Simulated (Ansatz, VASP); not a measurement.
**Two plane-wave programs on Ca**

```
Ca
1.0
     2.94556    0.00000    0.00000
    -1.47278    2.55093    0.00000
     0.00000    0.00000    9.69022
Ca
4
Direct
  0.00000 0.00000 0.00000
  0.00000 0.00000 0.50000
  0.33333 0.66667 0.25000
  0.66667 0.33333 0.75000
```

Change from the starting cell: volume scaled by 0.43, norm-conserving files.

Alike in both runs: task single point; functional PBE; k mesh 7 × 7 × 4; occupations fermi-dirac, width 0.1 eV; no spin polarisation.

|  | VASP | Ansatz |
| --- | --- | --- |
| version | VASP 6.6.1 | Ansatz 0.2.0 |
| potentials or method | VASP PAW PBE potentials, release 64 (Ca_sv) | norm-conserving pseudopotentials, scalar-relativistic |
| plane-wave cutoff (eV) | 520 | 925 |
| valence electrons in the cell | 40 | 40 |

|  | VASP | Ansatz | Ansatz less VASP |
| --- | --- | --- | --- |
| pressure (GPa) | 47.4 | 47.1 | -0.35 |
| traceless stress, the component that is largest in VASP (GPa) | 0.62 | 0.65 | +0.021 |

Both programs put the cell under a high pressure, so it lies far from rest at this level. With one functional, cell and mesh, what is left measures potentials, basis and numerics.
